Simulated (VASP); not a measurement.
# Sr (Fm-3m) in VASP: further runs

The runs below take Sr through single point, with PBE.

All numbers are computed with VASP 6.6.1; they aren't measurements. Logs are shortened: lines on timing, memory, paths and dates and some standing lists are left out, and cuts for length are marked.

## (1) The cell of the first run

Symmetry: Fm-3m, No. 225, cubic system. Conventional cell: a = 6.038 Å, b = 6.038 Å, c = 6.038 Å, α = 90.00°, β = 90.00°, γ = 90.00°. Sr (site symmetry m-3m) has 12 Sr at 4.27 Å within 5.6 Å.

## (2) Single point, PBE

INCAR reads:

```
  PREC = Accurate
  ENCUT = 520
  EDIFF = 1E-6
  ISMEAR = 1
  SIGMA = 0.2
  LREAL = F
  LASPH = T
  NELM = 80
  ALGO = Normal
  ISIF = 2
  LWAVE = F
  LCHARG = F
  GGA = PE
  NBANDS = 11
```

KPOINTS reads:

```
Automatic mesh
0
Gamma
  9 9 9
```

POSCAR reads:

```
Sr
1.0
    0.0000000000      3.0191365063      3.0191365063
    3.0191365063      0.0000000000      3.0191365063
    3.0191365063      3.0191365063      0.0000000000
Sr
1
Direct
    0.0000000000      0.0000000000      0.0000000000
```

Potentials or basis: VASP PAW PBE potentials, release 64 (Sr_sv).

Launch:

```sh
> cat potpaw_PBE.64/Sr_sv/POTCAR > POTCAR
> mpirun -np 1 vasp_std > vasp.out
```

OUTCAR:

```text
PREC = Accurate
   ENCUT = 520
   EDIFF = 1E-6
   ISMEAR = 1
   LREAL = F
   LASPH = T
   NELM = 80
   ISIF = 2
   GGA = PE

 ion  position               nearest neighbor table
   1  0.000  0.000  0.000-

  LATTYP: Found a face centered cubic cell.
 ALAT       =     6.0382730126

  Lattice vectors:

 A1 = (   0.0000000000,   3.0191365063,   3.0191365063)
 A2 = (   3.0191365063,   0.0000000000,   3.0191365063)
 A3 = (   3.0191365063,   3.0191365063,   0.0000000000)

Analysis of symmetry for initial positions (statically):
=====================================================================
 Subroutine PRICEL returns:
 Original cell was already a primitive cell.

 Routine SETGRP: Setting up the symmetry group for a
 face centered cubic supercell.

 Subroutine GETGRP returns: Found 48 space group operations
 (whereof 48 operations were pure point group operations)
 out of a pool of 48 trial point group operations.

The static configuration has the point symmetry O_h .

Analysis of symmetry for dynamics (positions and initial velocities):
=====================================================================
 Subroutine PRICEL returns:
 Original cell was already a primitive cell.

 Routine SETGRP: Setting up the symmetry group for a
 face centered cubic supercell.

 Subroutine GETGRP returns: Found 48 space group operations
 (whereof 48 operations were pure point group operations)
 out of a pool of 48 trial point group operations.

The dynamic configuration has the point symmetry O_h .

 Subroutine INISYM returns: Found 48 space group operations
 (whereof 48 operations are pure point group operations),
 and found     1 'primitive' translations

----------------------------------------------------------------------------------------

                                     Primitive cell

  volume of cell :      55.0400

  direct lattice vectors                    reciprocal lattice vectors
     0.000000000  3.019136506  3.019136506    -0.165610266  0.165610266  0.165610266
     3.019136506  0.000000000  3.019136506     0.165610266 -0.165610266  0.165610266
     3.019136506  3.019136506  0.000000000     0.165610266  0.165610266 -0.165610266

  length of vectors
[... 82 lines left out ...]
   EDIFFG = 0.1E-04   stopping-criterion for IOM
   NSW    =      0    number of steps for IOM
   IBRION =     -1    ionic relax: 0-MD 1-quasi-New 2-CG
   NFREE  =      0    steps in history (QN), initial steepest desc. (CG)
   ISIF   =      2    stress and relaxation
   ISYM   =      2    0-nonsym 1-usesym 2-fastsym
   POTIM  = 0.5000    time-step for ionic-motion
   TEBEG  =    0.0;   TEEND  =   0.0 temperature during run
   PSTRESS=    0.0 pullay stress
   NELECT =      10.0000    total number of electrons
   NUPDOWN=      -1.0000    fix difference up-down
   EMIN   =  10.00;   EMAX   =-10.00  energy-range for DOS
   EFERMI =   0.00;   METHOD = LEGACY
   ISMEAR =     1;   SIGMA  =   0.20  broadening in eV -4-tet -1-fermi 0-gaus
   EFERMI_NEDOS =   21; number of points for ismear=-14 and -15
   IALGO  =     38    algorithm
   IMIX   =      4    mixing-type and parameters
     AMIX     =   0.40;   BMIX     =  1.00
     AMIX_MAG =   1.60;   BMIX_MAG =  1.00
  volume/ion in A,a.u.               =      55.04       371.43
  Fermi-wavevector in a.u.,A,eV,Ry     =   0.927218  1.752189 11.697393  0.859734
  Thomas-Fermi vector in A             =   2.053265
   LORBIT       =      0    0 simple, 1 ext, 2 COOP (PROOUT), +10 PAW based schemes
   GGA     = PE    functional components
   LHFCALC =     F    Hartree Fock is set to
   AEXX    =    0.0000 exact exchange contribution
   IVDW    =     0    specifies the selected vdW correction
   LEPSILON=     F    determine dielectric tensor
   LRPA    =     F    only Hartree local field effects (RPA)
 non-spin polarized calculation
 Methfessel and Paxton  Order N= 1 SIGMA  =   0.20
  energy-cutoff  :      520.00
  volume of cell :       55.04
 maximum number of plane-waves:      1491
   NGX = 15   NGY = 15   NGZ = 15

 number of electron      10.0000000 magnetization

 Free energy of the ion-electron system (eV)
  ---------------------------------------------------
  ext. energy  EPLUGINS =         0.00000000
  ---------------------------------------------------
  free energy    TOTEN  =        -1.63451758 eV

  energy without entropy =       -1.63292257  energy(sigma->0) =       -1.63398591

 E-fermi :   1.5818     XC(G=0):  -7.3477

 val. band max:        1.5235003914   @ k =  -0.3333   0.4444   0.2222
 cond. band min:       1.6107254608   @ k =  -0.4444   0.2222   0.0000
 fundamental gap:      0.0872250694
 Fermi energy:         1.5818236381

 k-point     1 :       0.0000    0.0000    0.0000
  band No.  band energies     occupation
      1     -35.0412      2.00000
      2     -16.9291      2.00000
      3     -16.9291      2.00000
      4     -16.9291      2.00000
      5      -2.0632      2.00000
      6       3.9231     -0.00000
      7       3.9231     -0.00000
      8       3.9231     -0.00000
      9       5.3876     -0.00000
     10       5.3876     -0.00000
     11       8.6822      0.00000
[... 309 lines left out ...]
 k-point    24 :       0.4444    0.4444    0.0000
  band No.  band energies     occupation
      1     -35.0233      2.00000
      2     -17.1071      2.00000
      3     -16.9980      2.00000
      4     -16.9980      2.00000
      5       0.8141      2.00000
      6       1.9664     -0.02034
      7       2.6623     -0.00000
      8       6.1768      0.00000
      9       6.1768      0.00000
     10       6.3947      0.00000
     11       7.5127      0.00000

 [... further k-points ...]

------------------------ aborting loop because EDIFF is reached ----------------------------------------

  FORCE on cell =-STRESS in cart. coord.  units (eV):
  Direction    XX          YY          ZZ          XY          YZ          ZX
  --------------------------------------------------------------------------------------
  -------------------------------------------------------------------------------------
  Total       -0.0131294     -0.0131294     -0.0131294      0.0000000      0.0000000      0.0000000
  in kB       -0.3821890     -0.3821890     -0.3821890      0.0000000      0.0000000      0.0000000
  external PRESSURE =      -0.3821890 kB  Pullay stress =       0.0000000 kB

 VOLUME and BASIS-vectors are now :
 -----------------------------------------------------------------------------
  energy-cutoff  :      520.00
  volume of cell :       55.04
      direct lattice vectors                 reciprocal lattice vectors
     0.000000000  3.019136506  3.019136506    -0.165610266  0.165610266  0.165610266
     3.019136506  0.000000000  3.019136506     0.165610266 -0.165610266  0.165610266
     3.019136506  3.019136506  0.000000000     0.165610266  0.165610266 -0.165610266

 POSITION                                       TOTAL-FORCE (eV/Angst)
 -----------------------------------------------------------------------------------
      0.00000      0.00000      0.00000         0.000000      0.000000      0.000000
 -----------------------------------------------------------------------------------
    total drift:                                0.000000      0.000000     -0.000000

  FREE ENERGIE OF THE ION-ELECTRON SYSTEM (eV)
  ---------------------------------------------------
  free  energy   TOTEN  =        -1.6345175836 eV

  energy  without entropy=       -1.6329225707  energy(sigma->0) =       -1.63398591
```

OSZICAR:

```text
N       E                     dE             d eps       ncg     rms          rms(c)
DAV:   1     0.352887465645E+02    0.35289E+02   -0.46827E+03   770   0.774E+02
DAV:   2     0.126461612337E+00   -0.35162E+02   -0.34452E+02   917   0.152E+02
DAV:   3    -0.155697488657E+01   -0.16834E+01   -0.16681E+01  1125   0.246E+01
DAV:   4    -0.163165386672E+01   -0.74679E-01   -0.74497E-01  1025   0.474E+00
DAV:   5    -0.163284227486E+01   -0.11884E-02   -0.11882E-02  1066   0.502E-01    0.112E+01
DAV:   6    -0.163385168331E+01   -0.10094E-02   -0.66903E-03   921   0.926E-01    0.636E+00
DAV:   7    -0.163450650446E+01   -0.65482E-03   -0.11503E-02   836   0.121E+00    0.283E-01
DAV:   8    -0.163448868298E+01    0.17821E-04   -0.13475E-03  1189   0.217E-01    0.644E-02
DAV:   9    -0.163450677518E+01   -0.18092E-04   -0.13561E-05   914   0.317E-02    0.287E-02
DAV:  10    -0.163451818122E+01   -0.11406E-04   -0.51887E-06   908   0.198E-02    0.421E-03
DAV:  11    -0.163451758363E+01    0.59758E-06   -0.31331E-07   526   0.487E-03
   1 F= -.16345176E+01 E0= -.16339859E+01  d E =-.159501E-02
```

Run time: 7.5 s. Hardware: 1 thread of Intel Xeon 6975P-C (Granite Rapids), shared host; peak memory 0.17 GiB.

What came out:

```
Free energy            : -1.6345 eV
Pressure               : 0.0 GPa
Band gap on the k mesh : 0.09 eV, indirect (least direct gap 0.23 eV)
```

## (3) Single point, PBE

INCAR reads:

```
SYSTEM = Sr
PREC = Accurate
ENCUT = 520
EDIFF = 1E-7
ISMEAR = 1
SIGMA = 0.3
LREAL = .False.
LASPH = .True.
NELM = 80
ALGO = Normal
ISIF = 2
LWAVE = .False.
LCHARG = .True.
GGA = PE
LELF = .True.
LVHAR = .True.
NBANDS = 11
```

KPOINTS reads:

```
regular mesh
0
Gamma
  9 9 9
  0 0 0
```

POSCAR is that of step 2.

Potentials or basis: VASP PAW PBE potentials, release 64 (Sr_sv).

Launch:

```sh
> cat potpaw_PBE.64/Sr_sv/POTCAR > POTCAR
> mpirun -np 1 vasp_std > vasp.out
```

It took 7.5 s on 1 thread of Intel Xeon 6975P-C (Granite Rapids), shared host; peak memory 0.17 GiB.

It converged, with:

```yaml
Free_energy: -1.6352 eV
Pressure: 0.0 GPa
Band_gap_on_the_k_mesh: 0.09 eV, indirect (least direct gap 0.23 eV)
```

Levels at points of the mesh, in eV from the valence-band top:
```
           k point  band 3  band 4  band 5  band 6  band 7  band 8
(0.00, 0.00, 0.00)  -18.46  -18.46   -3.59    2.40    2.40    2.40
```

A k mesh can miss the band edges.

## (4) Single point, PBE

INCAR reads:

```
ALGO = Normal ; EDIFF = 1E-6
ENCUT = 520 ; GGA = PE
ISIF = 2 ; ISMEAR = 1
LASPH = T ; LCHARG = F
LREAL = F ; LWAVE = F
NBANDS = 11 ; NELM = 100
PREC = Accurate ; SIGMA = 1.0
```

KPOINTS reads:

```
k-points
0
Gamma
  9 9 9
```

POSCAR is that of step 3.

Launch:

```sh
> cat potpaw_PBE.64/Sr_sv/POTCAR > POTCAR
> mpirun -np 1 vasp_std > vasp.out
```

Wall time 7.1 s (1 thread of Intel Xeon 6975P-C (Granite Rapids), shared host); peak memory 0.17 GiB.

It converged, with:

| Quantity | Value |
| --- | --- |
| Free energy | -1.6283 eV |
| Pressure | 0.0 GPa |

Levels at points of the mesh, in eV from the Fermi level:
```tsv
k point	band 3	band 4	band 5	band 6	band 7	band 8
(0.00, 0.00, 0.00)	-18.43	-18.43	-3.57	2.42	2.42	2.42
```

## (5) The runs side by side

```csv
smearing,gap on the mesh (eV),pressure (GPa)
methfessel-paxton 0.2 eV,0.09,0.0
methfessel-paxton 0.3 eV,0.09,0.0
methfessel-paxton 1 eV,-,0.0
```

Alike in all rows: task single point; level PBE; potentials or basis VASP PAW PBE potentials, release 64 (Sr_sv); no spin polarisation; cell as given; k mesh 9 × 9 × 9; cutoff (eV) 520.

Total energies depend on the potentials used, so only differences within one code and one set of settings carry meaning.
